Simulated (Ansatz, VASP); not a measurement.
# ZnCd3Se3S: VASP beside Ansatz

```xyz
8
Lattice="4.1700 2.4076 3.4067 -4.1700 2.4076 3.4067 0.0000 -4.8151 3.4067" Properties=species:S:1:pos:R:3 pbc="T T T"
Zn    0.0000    0.0000    0.0000
Cd    2.0850   -1.2038    3.4067
Cd   -2.0850   -1.2038    3.4067
Cd    0.0000    2.4075    3.4067
Se   -2.0850    1.2038    4.2584
Se    2.0850    1.2038    4.2584
Se    0.0000   -2.4076    4.2584
S     0.0000    0.0000    7.6650
```

Alike in both runs: task relaxation of cell and atoms; functional PBE; k mesh 2 × 2 × 2; occupations gaussian, width 0.15 eV; no spin polarisation.

|  | VASP | Ansatz |
| --- | --- | --- |
| version | VASP 6.6.1 | Ansatz 0.2.0 |
| potentials or method | VASP PAW PBE potentials, release 64 (Zn, Cd, Se, S), cutoff 600 eV | scalar-relativistic, plane waves, PAW |
| valence electrons in the cell | 72 | 126 |

Ansatz gave:

```
gap on the k mesh at the Fermi level, each at its own relaxed structure (eV) : 0.66
relaxed volume (Å³/atom)                                                     : 27.34
relaxed cell length with the largest relative difference (Å)                 : 6.025
```

Task: Estimate VASP's values.

Result: gap on the k mesh at the Fermi level, each at its own relaxed structure (eV): 0.66; relaxed volume (Å³/atom): 27.36; relaxed cell length with the largest relative difference (Å): 6.027.

VASP's potentials hold 72 valence electrons a cell and Ansatz's 126, so a difference there can come from the potentials and not from the codes.

The k mesh is coarse, so the values compare programs but aren't converged.
